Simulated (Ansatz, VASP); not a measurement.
GeSbTe3: VASP beside Ansatz

Contents of INCAR:

```
PREC     = Accurate       # precision mode
ENCUT    = 500            # plane-wave cutoff, eV
EDIFF    = 1E-6           # SCF threshold, eV
ISMEAR   = 0              # smearing method
SIGMA    = 0.15           # smearing width, eV
LREAL    = False          # projectors in reciprocal space
LASPH    = True           # aspherical terms in the spheres
NELM     = 120            # most SCF steps
ALGO     = Normal         # electronic algorithm
ISIF     = 2              # what is computed and relaxed
LWAVE    = False          # write WAVECAR
LCHARG   = False          # write CHGCAR
GGA      = PE             # functional
NBANDS   = 26             # bands
GGA_COMPAT= False
```

KPOINTS

```
regular mesh
0
Gamma
  12 12 12
```

File POSCAR:

```
GeSbTe3
1.0
    2.0774645348      1.1994247084     10.0885491663
   -2.0774645348      1.1994247084     10.0885491663
    0.0000000000     -2.3988494168     10.0885491663
Ge Sb Te
1 1 3
Direct
    0.5998296922      0.5998296922      0.5998296922
    0.3954376019      0.3954376019      0.3954376019
    0.9991310257      0.9991310257      0.9991310257
    0.7874280286      0.7874280286      0.7874280286
    0.2181746516      0.2181746516      0.2181746516
```

Input for Ansatz:

```yaml
crystal:
  lattice:
    - [2.0774645348, 1.1994247084, 10.0885491663]
    - [-2.0774645348, 1.1994247084, 10.0885491663]
    - [0.0, -2.3988494168, 10.0885491663]
  atoms:
    - { symbol: Ge, position: [0.5998296922, 0.5998296922, 0.5998296922] }
    - { symbol: Sb, position: [0.3954376019, 0.3954376019, 0.3954376019] }
    - { symbol: Te, position: [0.9991310257, 0.9991310257, 0.9991310257] }
    - { symbol: Te, position: [0.7874280286, 0.7874280286, 0.7874280286] }
    - { symbol: Te, position: [0.2181746516, 0.2181746516, 0.2181746516] }
basis:
  ecutwfc: 420
kpoints:
  mp_grid: { grid: [12, 12, 12] }
hamiltonian:
  xc: pbe
scf:
  occupations: { method: gaussian, width: 0.15 }
output:
  forces: true
  stress: true
  eigenvalues: true
  write_density: true
  write_potential: true
  elf: true
  volumetric_format: npy
```

Change from the starting cell: strain +0.000 along x and y, -0.030 along z, atoms carried along.

Alike in both runs: task single point; functional PBE; k mesh 12 × 12 × 12; occupations gaussian, width 0.15 eV; no spin polarisation.

|  | VASP | Ansatz |
| --- | --- | --- |
| version | VASP 6.6.1 | Ansatz 0.2.0 |
| potentials or method | VASP PAW PBE potentials, release 64 (Ge_d, Sb, Te), cutoff 500 eV | scalar-relativistic, plane waves, PAW |
| valence electrons in the cell | 37 | 77 |

|  | VASP | Ansatz | Ansatz less VASP |
| --- | --- | --- | --- |
| gap on the k mesh at the Fermi level (eV) | none | none | - |
| pressure (GPa) | 1.6 | 1.6 | 0.00 |
| traceless stress, the component that is largest in VASP (GPa) | 0.78 | 0.77 | -0.012 |
| rms of the force components (eV/Å) | 0.128 | 0.121 | -0.0068 |

Atom by atom the forces differ by 0.008 eV/Å (rms over components). A gap of «none» marks a metal or a gap that the smearing closes. VASP's potentials hold 37 valence electrons a cell and Ansatz's 77, so a difference there can come from the potentials and not from the codes.

Spin-orbit coupling is off throughout.
